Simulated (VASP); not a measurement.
## ZnRe: single point with PBEsol

Crystal: ZnRe.

```
Zn Re
1.0
     2.74822    0.00000    0.00000
    -1.37411    2.38003    0.00000
     0.00000    0.00000    4.49407
Zn Re
1 1
Direct
  0.00000 0.00000 0.00000
  0.33333 0.66667 0.50000
```

```json
{"Program": "VASP 6.6.1", "Task": "single point", "Functional": "PBEsol", "Potentials or basis": "VASP PAW PBE potentials, release 64 (Zn, Re)", "Cutoff": "520 eV", "k mesh": "16 × 16 × 9", "Occupations": "fermi-dirac, width 0.08 eV", "Spin": "collinear spin", "Starting moments": "[0.0, 0.05] μB", "Fixed moment": "0.05 μB"}
```

```yaml
Pressure: -9.1 GPa
Net_moment: 0.05 μB per cell
Site_moments: Zn +0.00; Re +0.04 μB
Valence_electrons_inside_the_program's_atomic_spheres: Zn 10.89; Re 5.90
```

Stress tensor (GPa, compression positive):
```
-9.22  0.00  0.00
 0.00 -9.22  0.00
 0.00  0.00 -8.85
```

Wall time 2.6 min on 1 thread of AMD EPYC 9R14 (Zen 4) (shared host), peak memory 0.23 GiB.

Caveat: the cell stands under tension; the PAW data sets were made with another functional, which shifts forces and pressure a little; the total moment is fixed, so each spin has its own Fermi level.
